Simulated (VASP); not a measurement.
Wanted: the native input for a VASP 6.6.1 run.

```yaml
Task: single point
Functional: PBE
Potentials_or_basis: VASP PAW PBE potentials, release 64 (Mg, I)
Cutoff: 520 eV
k_mesh: 6 × 6 × 4
Occupations: gaussian, width 0.05 eV
Spin: no spin polarisation
Dipole_correction: no
Further_INCAR_settings: ALGO = Normal; EDIFF = 1e-07; NBANDS = 15
```

The structure of MgI2 lies in POSCAR:

```
MgI2
1.0
    4.2516112781      0.0000000000      0.0000000000
   -2.1258056391      3.6820033739      0.0000000000
    0.0000000000      0.0000000000      7.8941785324
Mg I
1 2
Direct
    0.0000000000      0.0000000000      0.0000000000
    0.3333333333      0.6666666667      0.7781860196
    0.6666666667      0.3333333333      0.2218139804
```

The input as run:

INCAR

```
SYSTEM = MgI2
  PREC = Accurate
  ENCUT = 520
  EDIFF = 1E-7
  ISMEAR = 0
  SIGMA = 0.05
  LREAL = .False.
  LASPH = .True.
  NELM = 80
  ALGO = Normal
  ISIF = 2
  LWAVE = .False.
  LCHARG = .False.
  GGA = PE
  NBANDS = 15
```

KPOINTS

```
regular mesh
0
Gamma
  6 6 4
  0 0 0
```

Potentials or basis: VASP PAW PBE potentials, release 64 (Mg, I).

Launch:

```bash
$ cat potpaw_PBE.64/Mg/POTCAR potpaw_PBE.64/I/POTCAR > POTCAR
$ mpirun -np 1 vasp_std > vasp.out
```

Results of the run:

```
Pressure               : -1.4 GPa
Largest force          : 0.411 eV/Å
Band gap on the k mesh : 3.43 eV, indirect (the least direct gap lies 0.7 meV higher)
```

Caveat: spin-orbit coupling is left out, which moves the levels of the heavy elements; this functional lacks dispersion, which binds the layers, so the pressure and a relaxed spacing across them are unreliable.

Wall time 22 s on 1 thread of AMD EPYC 9R45 96-Core Processor (Zen 5), with other jobs on the host, peak memory 0.22 GiB.
